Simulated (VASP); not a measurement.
# ReS2 in VASP: single point with LDA

Aim: the single point of ReS2 with LDA.

Everything below comes from runs of VASP 6.6.1. Logs are shortened: lines on timing, memory, paths and dates and some standing lists are left out, and cuts for length are marked.

## Step 1: The cell of the first run

The cell holds a sheet with vacuum, 24 atoms: a = 6.303 Å, b = 6.403 Å, c = 23.000 Å, α = 90.00°, β = 90.00°, γ = 61.23°.

## Step 2: Single point, LDA

The input, INCAR:

```
SYSTEM = ReS2
PREC     = Accurate       ! precision mode
ENCUT    = 520            ! plane-wave cutoff, eV
EDIFF    = 1E-6           ! SCF threshold, eV
ISMEAR   = 0              ! smearing method
SIGMA    = 0.01           ! smearing width, eV
LREAL    = .False.        ! projectors in reciprocal space
LASPH    = .True.         ! aspherical terms in the spheres
NELM     = 120            ! most SCF steps
ALGO     = Normal         ! electronic algorithm
ISIF     = 2              ! what is computed and relaxed
LWAVE    = .False.        ! write WAVECAR
LCHARG   = .False.        ! write CHGCAR
NBANDS   = 94             ! bands
GGA_COMPAT= .False.      
NELMDL   = -8
```

The input, KPOINTS:

```
Automatic mesh
0
Gamma
  4 4 1
  0 0 0
```

The input, POSCAR:

```
ReS2
1.0
    6.3029151087     -0.0076537296      0.0000000000
    3.0883994692      5.6090585892      0.0000000000
    0.0000000000      0.0000000000     23.0000000000
Re S
8 16
Direct
    0.1343415925      0.1876086257      0.3686896475
    0.2574470825      0.5617023089      0.3736992671
    0.7079277645      0.1601169123      0.3705009035
    0.6837592260      0.5890236238      0.3718240622
    0.1140770555      0.7367652280      0.6263006966
    0.2371826069      1.1108589707      0.6313103552
    0.6877648568      0.7094440146      0.6281760108
    0.6635964409      1.1383506921      0.6294990406
    0.8800361707      0.7782890881      0.3203288958
    0.3408844805      0.8097373947      0.3130294619
    0.0511669391      0.9394622712      0.4290767132
    0.0117650018      0.4792803313      0.4388718925
    0.5114663298      0.9710465209      0.4217793920
    0.8401339628      0.3168314901      0.2958024744
    0.5521956247      0.4318390579      0.4466444039
    0.3798823823      0.2699409542      0.3035300536
    0.8600578583      1.3274211973      0.5782206148
    0.3203570749      1.3590054284      0.5709232910
    0.0306396480      1.4887303214      0.6869706098
   -0.0083583940      1.0285270629      0.6964698836
    0.4914880246      1.5201784919      0.6796711024
    0.8193284649      0.8666283710      0.5533555646
    0.5313901921      0.9816365249      0.7041975321
    0.3597592608      0.8191872340      0.5611281305
```

Potentials or basis: VASP PAW LDA potentials, release 64 (Re, S).

Launch:

```
cat potpaw_LDA.64/Re/POTCAR potpaw_LDA.64/S/POTCAR > POTCAR
mpirun -np 1 vasp_std > vasp.out
```

OUTCAR:

```text
SYSTEM = ReS2
   PREC = Accurate
   ENCUT = 520
   EDIFF = 1E-6
   ISMEAR = 0
   LREAL = .False.
   LASPH = .True.
   NELM = 120
   ISIF = 2
   NELMDL = -8

 ion  position               nearest neighbor table
   1  0.134  0.188  0.369-  12 2.30  14 2.34  11 2.35  16 2.39  13 2.43  10 2.48   4 2.77   3 2.78
                             2 2.85
   2  0.257  0.562  0.374-  16 2.30  15 2.34  10 2.36  12 2.39   9 2.43  11 2.48   3 2.77   4 2.78
                             1 2.85
   3  0.708  0.160  0.371-  15 2.33  14 2.34  11 2.36  16 2.40  13 2.42   9 2.44   4 2.68   2 2.77
                             1 2.78
   4  0.684  0.589  0.372-  14 2.33  15 2.34  10 2.36  12 2.40   9 2.42  13 2.43   3 2.68   1 2.77
                             2 2.78
   5  0.114  0.737  0.626-  20 2.30  22 2.34  19 2.36  24 2.39  21 2.43  18 2.48   8 2.77   7 2.78
                             6 2.85
   6  0.237  0.111  0.631-  24 2.30  23 2.34  18 2.35  20 2.39  17 2.43  19 2.48   7 2.77   8 2.78
                             5 2.85
   7  0.688  0.709  0.628-  23 2.33  22 2.34  19 2.36  24 2.40  21 2.42  17 2.43   8 2.68   6 2.77
                             5 2.78
   8  0.664  0.138  0.629-  22 2.33  23 2.34  18 2.36  20 2.40  17 2.42  21 2.44   7 2.68   5 2.77
                             6 2.78
   9  0.880  0.778  0.320-   4 2.42   2 2.43   3 2.44
  10  0.341  0.810  0.313-   2 2.36   4 2.36   1 2.48
  11  0.051  0.939  0.429-   1 2.35   3 2.36   2 2.48
  12  0.012  0.479  0.439-   1 2.30   2 2.39   4 2.40
  13  0.511  0.971  0.422-   3 2.42   1 2.43   4 2.43
  14  0.840  0.317  0.296-   4 2.33   1 2.34   3 2.34
[... 8 lines left out ...]
  23  0.531  0.982  0.704-   7 2.33   6 2.34   8 2.34
  24  0.360  0.819  0.561-   6 2.30   5 2.39   7 2.40

  LATTYP: Found a simple monoclinic cell.
 ALAT       =     6.3029197557
 B/A-ratio  =     3.6491024623
 C/A-ratio  =     1.0158950023
 COS(beta)  =    -0.4812643526

  Lattice vectors:

 A1 = (   6.3029151087,  -0.0076537296,   0.0000000000)
 A2 = (   0.0000000000,   0.0000000000,  23.0000000000)
 A3 = (  -3.0883994692,  -5.6090585892,   0.0000000000)

Analysis of symmetry for initial positions (statically):
=====================================================================
 Subroutine PRICEL returns:
 Original cell was already a primitive cell.

 Routine SETGRP: Setting up the symmetry group for a
 simple monoclinic supercell.

 Subroutine GETGRP returns: Found  2 space group operations
 (whereof  1 operations were pure point group operations)
 out of a pool of  4 trial point group operations.

The static configuration has the point symmetry C_1 .
 The point group associated with its full space group is S_2 .

Analysis of symmetry for dynamics (positions and initial velocities):
=====================================================================
 Subroutine PRICEL returns:
 Original cell was already a primitive cell.

 Routine SETGRP: Setting up the symmetry group for a
 simple monoclinic supercell.

 Subroutine GETGRP returns: Found  2 space group operations
 (whereof  1 operations were pure point group operations)
 out of a pool of  4 trial point group operations.

The dynamic configuration has the point symmetry C_1 .
 The point group associated with its full space group is S_2 .

 Subroutine INISYM returns: Found  2 space group operations
 (whereof  1 operations are pure point group operations),
 and found     1 'primitive' translations

----------------------------------------------------------------------------------------

                                     Primitive cell

  volume of cell :     813.6723

  direct lattice vectors                    reciprocal lattice vectors
     6.302915109 -0.007653730  0.000000000     0.158550737 -0.087299500  0.000000000
     3.088399469  5.609058589  0.000000000     0.000216347  0.178163914  0.000000000
     0.000000000  0.000000000 23.000000000     0.000000000  0.000000000  0.043478261

  length of vectors
     6.302919756  6.403104680 23.000000000     0.180995963  0.178164046  0.043478261

  position of ions in fractional coordinates (direct lattice)
     0.134341593  0.187608626  0.368689647
     0.257447083  0.561702309  0.373699267
     0.707927764  0.160116912  0.370500904
     0.683759226  0.589023624  0.371824062
     0.114077055  0.736765228  0.626300697
     0.237182607  0.110858971  0.631310355
[... 16 lines left out ...]
     0.531390192  0.981636525  0.704197532
     0.359759261  0.819187234  0.561128131

  ion indices of the primitive-cell ions
   primitive index   ion index
                 1           1
                 2           2
                 3           3
                 4           4
                 5           5
                 6           6
[... 16 lines left out ...]
                23          23
                24          24

----------------------------------------------------------------------------------------

 KPOINTS: Automatic mesh

Automatic generation of k-mesh.
 Grid dimensions read from file:
 generate k-points for:    4    4    1

 Generating k-lattice:

  Cartesian coordinates                     Fractional coordinates (reciprocal lattice)
     0.039637684 -0.021824875  0.000000000     0.250000000 -0.000000000  0.000000000
     0.000054087  0.044540979  0.000000000    -0.000000000  0.250000000  0.000000000
     0.000000000  0.000000000  0.043478261     0.000000000  0.000000000  1.000000000

  Length of vectors
     0.045248991  0.044541011  0.043478261

  Shift w.r.t. Gamma in fractional coordinates (k-lattice)
     0.000000000  0.000000000  0.000000000

 Subroutine IBZKPT returns following result:
 ===========================================

 Found     10 irreducible k-points:

 Following reciprocal coordinates:
            Coordinates               Weight
  0.000000  0.000000  0.000000      1.000000
  0.250000 -0.000000  0.000000      2.000000
  0.500000 -0.000000  0.000000      1.000000
  0.000000  0.250000  0.000000      2.000000
  0.250000  0.250000  0.000000      2.000000
  0.500000  0.250000  0.000000      2.000000
 -0.250000  0.250000  0.000000      2.000000
  0.000000  0.500000  0.000000      1.000000
  0.250000  0.500000  0.000000      2.000000
  0.500000  0.500000  0.000000      1.000000
   k-points           NKPTS =     10   k-points in BZ     NKDIM =     10   number of bands    NBANDS=     94
   number of dos      NEDOS =    301   number of ions     NIONS =     24
   total plane-waves  NPLWV = 414720
   dimension x,y,z NGX =    48 NGY =   48 NGZ =  180
   dimension x,y,z NGXF=    96 NGYF=   96 NGZF=  360
   ions per type =               8  16
   NGX,Y,Z   is equivalent  to a cutoff of  12.66, 12.46, 13.01 a.u.
   NGXF,Y,Z  is equivalent  to a cutoff of  25.32, 24.92, 26.02 a.u.
 SYSTEM =  ReS2
   PREC   = accura    normal or accurate (medium, high low for compatibility)
   ISTART =      0    job   : 0-new  1-cont  2-samecut
   ICHARG =      2    charge: 1-file 2-atom 10-const
   ISPIN  =      1    spin polarized calculation?
   LNONCOLLINEAR =      F non collinear calculations
   LSORBIT =      F    spin-orbit coupling
   LASPH  =      T    aspherical Exc in radial PAW
   ENCUT  =  520.0 eV  38.22 Ry    6.18 a.u.  11.72 11.91 42.76*2*pi/ulx,y,z
   NELM   =    120;   NELMIN=  2; NELMDL= -8     # of ELM steps
   EDIFF  = 0.1E-05   stopping-criterion for ELM
   LREAL  =      F    real-space projection
   EDIFFG = 0.1E-04   stopping-criterion for IOM
   NSW    =      0    number of steps for IOM
   IBRION =     -1    ionic relax: 0-MD 1-quasi-New 2-CG
   NFREE  =      0    steps in history (QN), initial steepest desc. (CG)
   ISIF   =      2    stress and relaxation
   ISYM   =      2    0-nonsym 1-usesym 2-fastsym
   POTIM  = 0.5000    time-step for ionic-motion
   TEBEG  =    0.0;   TEEND  =   0.0 temperature during run
   PSTRESS=    0.0 pullay stress
   NELECT =     152.0000    total number of electrons
   NUPDOWN=      -1.0000    fix difference up-down
   EMIN   =  10.00;   EMAX   =-10.00  energy-range for DOS
   EFERMI =   0.00;   METHOD = LEGACY
   ISMEAR =     0;   SIGMA  =   0.01  broadening in eV -4-tet -1-fermi 0-gaus
   EFERMI_NEDOS =   21; number of points for ismear=-14 and -15
   IALGO  =     38    algorithm
   IMIX   =      4    mixing-type and parameters
     AMIX     =   0.40;   BMIX     =  1.00
     AMIX_MAG =   1.60;   BMIX_MAG =  1.00
  volume/ion in A,a.u.               =      33.90       228.79
  Fermi-wavevector in a.u.,A,eV,Ry     =   0.935850  1.768500 11.916186  0.875815
  Thomas-Fermi vector in A             =   2.062799
   LORBIT       =      0    0 simple, 1 ext, 2 COOP (PROOUT), +10 PAW based schemes
   GGA     = CA    functional components
   LHFCALC =     F    Hartree Fock is set to
   AEXX    =    0.0000 exact exchange contribution
   IVDW    =     0    specifies the selected vdW correction
   LEPSILON=     F    determine dielectric tensor
   LRPA    =     F    only Hartree local field effects (RPA)
 non-spin polarized calculation
 Gauss-broadening in eV      SIGMA  =   0.01
  energy-cutoff  :      520.00
  volume of cell :      813.67
 maximum number of plane-waves:     21942
 NGX is ok and might be reduce to    48
   NGX = 23   NGY = 23   NGZ = 85

 number of electron     152.0000002 magnetization

 Free energy of the ion-electron system (eV)
  ---------------------------------------------------
  ext. energy  EPLUGINS =         0.00000000
  ---------------------------------------------------
  free energy    TOTEN  =      -200.05967218 eV

  energy without entropy =     -200.05967218  energy(sigma->0) =     -200.05967218

 E-fermi :   0.2245     XC(G=0):  -6.1900

 val. band max:        0.1311385552   @ k =   0.0000   0.0000   0.0000
 cond. band min:       1.4718937873   @ k =   0.0000   0.0000   0.0000
 fundamental gap:      1.3407552321
 Fermi energy:         0.2245257085

 k-point     1 :       0.0000    0.0000    0.0000
  band No.  band energies     occupation
      1     -14.9922      2.00000
      2     -14.8694      2.00000
      3     -13.4891      2.00000
      4     -13.3619      2.00000
      5     -13.0583      2.00000
      6     -13.0081      2.00000
[... 899 lines left out ...]
     87       2.5782      0.00000
     88       2.6036      0.00000
 [bands above 88 left out]

------------------------ aborting loop because EDIFF is reached ----------------------------------------

  FORCE on cell =-STRESS in cart. coord.  units (eV):
  Direction    XX          YY          ZZ          XY          YZ          ZX
  --------------------------------------------------------------------------------------
  -------------------------------------------------------------------------------------
  Total        2.6858657      2.7419208      2.5385768     -0.0147086     -0.0616957     -0.0708822
  in kB        5.2886560      5.3990324      4.9986340     -0.0289623     -0.1214831     -0.1395721
  external PRESSURE =       5.2287742 kB  Pullay stress =       0.0000000 kB

 VOLUME and BASIS-vectors are now :
 -----------------------------------------------------------------------------
  energy-cutoff  :      520.00
  volume of cell :      813.67
      direct lattice vectors                 reciprocal lattice vectors
     6.302915109 -0.007653730  0.000000000     0.158550737 -0.087299500  0.000000000
     3.088399469  5.609058589  0.000000000     0.000216347  0.178163914  0.000000000
     0.000000000  0.000000000 23.000000000     0.000000000  0.000000000  0.043478261

 POSITION                                       TOTAL-FORCE (eV/Angst)
 -----------------------------------------------------------------------------------
      1.42615      1.05128      8.47986         0.021583     -0.021597     -0.019790
      3.35743      3.14865      8.59508        -0.019730      0.021331      0.018655
      4.95651      0.89269      8.52152        -0.014343     -0.044324     -0.010886
      6.12882      3.29863      8.55195         0.014959      0.044650      0.009147
      2.99444      4.13169     14.40492         0.019730     -0.021331     -0.018655
      1.83732      0.62000     14.52014        -0.021583      0.021597      0.019790
[... 16 lines left out ...]
      6.38099      5.50199     16.19654        -0.001021     -0.000673      0.166471
      4.79751      4.59212     12.90595        -0.003764     -0.032403     -0.130566
 -----------------------------------------------------------------------------------
    total drift:                                0.000392     -0.002999      0.000222

  FREE ENERGIE OF THE ION-ELECTRON SYSTEM (eV)
  ---------------------------------------------------
  free  energy   TOTEN  =      -200.0596721773 eV

  energy  without entropy=     -200.0596721773  energy(sigma->0) =     -200.05967218
```

Wall time 44 min (1 thread of Intel Xeon Platinum 8488C (Sapphire Rapids), shared host); peak memory 0.89 GiB.

What came out:

```
Free energy            : -200.0597 eV
Largest force          : 0.166 eV/Å
Band gap on the k mesh : 1.34 eV
```

Forces on the atoms (eV/Å):
```
Re   0.022 -0.022 -0.020
Re  -0.020  0.021  0.019
Re  -0.014 -0.044 -0.011
Re   0.015  0.045  0.009
Re   0.020 -0.021 -0.019
Re  -0.022  0.022  0.020
Re  -0.015 -0.045 -0.009
Re   0.014  0.044  0.011
S    0.007  0.009 -0.070
S   -0.005  0.046 -0.090
S    0.012 -0.046  0.089
S    0.004  0.032  0.131
S   -0.003 -0.010  0.072
S    0.001  0.001 -0.166
S    0.005 -0.001  0.163
S   -0.002 -0.033 -0.128
S    0.003  0.010 -0.072
S   -0.012  0.046 -0.089
S    0.005 -0.046  0.090
S    0.002  0.033  0.128
S   -0.007 -0.009  0.070
S   -0.005  0.001 -0.163
S   -0.001 -0.001  0.166
S   -0.004 -0.032 -0.131
```

Caveat: spin-orbit coupling is left out, which moves the levels of the heavy elements.
